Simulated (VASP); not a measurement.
Crystal: PbS.

```xyz
2
Lattice="0.0000 2.9052 2.9052 2.9052 0.0000 2.9052 2.9052 2.9052 0.0000" Properties=species:S:1:pos:R:3 pbc="T T T"
Pb    0.0000    0.0000    0.0000
S     2.9052    2.9052    2.9052
```

Base run:

```yaml
Program: VASP 6.6.1
Functional: BLYP
Dispersion: D4
Potentials_or_basis: VASP PAW PBE potentials, release 64 (Pb_d, S)
Cutoff: 520 eV
k_mesh: 8 × 8 × 8
Occupations: fermi-dirac, width 0.05 eV
Spin: no spin polarisation
```

Its results: band gap on the k mesh 0.25 eV; pressure 6.3 GPa.

**Question.** The run is repeated on the same cell with these changes: functional from BLYP to RPBE; dispersion from D4 to none. What comes out?

**Answer.** Band gap on the k mesh 0.20 eV; pressure 8.6 GPa.

Several settings changed at once.

Caveats: the cell stands under pressure; the PAW data sets were made with another functional, which shifts forces and pressure a little; spin-orbit coupling is left out, which moves the levels of the heavy elements.

A k mesh can miss the band edges.
